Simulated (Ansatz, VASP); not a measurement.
## KTaO3 in VASP and in Ansatz

INCAR

```
ALGO = Normal
EDIFF = 1E-6
ENCUT = 520
GGA = PE
ISIF = 2
ISMEAR = -1
LASPH = True
LCHARG = False
LREAL = False
LWAVE = False
NBANDS = 27
NELM = 100
PREC = Accurate
SIGMA = 0.01
```

Contents of KPOINTS:

```
k-points
0
Gamma
  5 5 5
```

The input POSCAR:

```
KTaO3
1.0
    3.9085340000      0.0000000000      0.0000000000
    0.0000000000      3.9085340000      0.0000000000
    0.0000000000      0.0000000000      3.9883000000
K Ta O
1 1 3
Direct
    0.5000000000      0.5000000000      0.5000000000
    0.0000000000      0.0000000000      0.0000000000
    0.5000000000      0.0000000000      0.0000000000
    0.0000000000      0.5000000000      0.0000000000
    0.0000000000      0.0000000000      0.5000000000
```

Input for Ansatz:

```yaml
crystal:
  lattice:
    - [3.908534, 0.0, 0.0]
    - [0.0, 3.908534, 0.0]
    - [0.0, 0.0, 3.9883]
  atoms:
    - { symbol: K, position: [0.5, 0.5, 0.5] }
    - { symbol: Ta, position: [0.0, 0.0, 0.0] }
    - { symbol: O, position: [0.5, 0.0, 0.0] }
    - { symbol: O, position: [0.0, 0.5, 0.0] }
    - { symbol: O, position: [0.0, 0.0, 0.5] }
kpoints:
  mp_grid: { grid: [5, 5, 5] }
  band_path:
    path:
      - [0.0, 0.0, 0.0]
      - [0.0, 0.5, 0.0]
      - [0.5, 0.5, 0.0]
      - [0.0, 0.0, 0.0]
      - [0.0, 0.0, 0.5]
      - [0.0, 0.5, 0.5]
      - [0.5, 0.5, 0.5]
      - [0.0, 0.0, 0.5]
      - [0.0, 0.5, 0.0]
    npoints: 5
scf:
  occupations: { method: fermi_dirac, width: 0.01 }
hamiltonian:
  xc: pbe
  pseudopotentials: { kind: all_electron, lapw: { basis_error: 0.0005 } }
output:
  forces: true
  stress: true
  eigenvalues: true
```

Change from the starting cell: equal xx and yy strain of -2 %.

Alike in both runs: task single point; functional PBE; k mesh 5 × 5 × 5; occupations fermi-dirac, width 0.01 eV; no spin polarisation.

|  | VASP | Ansatz |
| --- | --- | --- |
| version | VASP 6.6.1 | Ansatz 0.2.0 |
| potentials or method | VASP PAW PBE potentials, release 64 (K_sv, Ta_pv, O), cutoff 520 eV | all-electron LAPW, scalar-relativistic |

Ansatz gave:

- gap on the k mesh at the Fermi level (eV): 2.42
- pressure (GPa): 15.0
- traceless stress, the component that is largest in VASP (GPa): -5.83

**Question.** Estimate VASP's values.

**Answer.** gap on the k mesh at the Fermi level (eV): 2.36; pressure (GPa): 15.8; traceless stress, the component that is largest in VASP (GPa): -5.95.

Ansatz ran all-electron here, and VASP with PAW potentials.

Neither program's run includes spin-orbit coupling.
